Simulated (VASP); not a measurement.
A run of VASP 6.6.1 is set up as follows.

The input INCAR:

```
PREC = Accurate
ENCUT = 520
EDIFF = 1E-7
ISMEAR = 0
SIGMA = 0.05
LREAL = F
LASPH = T
NELM = 100
ALGO = Normal
ISIF = 2
LWAVE = F
LCHARG = T
GGA = PE
LELF = T
LVHAR = T
NBANDS = 15
```

File KPOINTS:

```
regular mesh
0
Gamma
  6 6 6
```

The input POSCAR:

```
RbBr
1.0
    4.4823506273      0.0000000000      0.0000000000
    0.0000000000      4.4823506273      0.0000000000
    0.0000000000      0.0000000000      3.4962334893
Rb Br
1 1
Direct
    0.0000000000      0.0000000000      0.0000000000
    0.5000000000      0.5000000000      0.5000000000
```

Potentials or basis: VASP PAW PBE potentials, release 64 (Rb_sv, Br).

Command:

```console
$ cat potpaw_PBE.64/Rb_sv/POTCAR potpaw_PBE.64/Br/POTCAR > POTCAR
$ mpirun -np 1 vasp_std > vasp.out
```

Q: Predict the pressure.

A: 1.2 GPa.

Q: Predict the band gap on the k mesh.

A: 2.59 eV, indirect (least direct gap 2.66 eV).

Stress tensor (GPa, compression positive):
```
-1.87  0.00  0.00
 0.00 -1.87  0.00
 0.00  0.00  7.36
```

 A k mesh can miss the band edges.
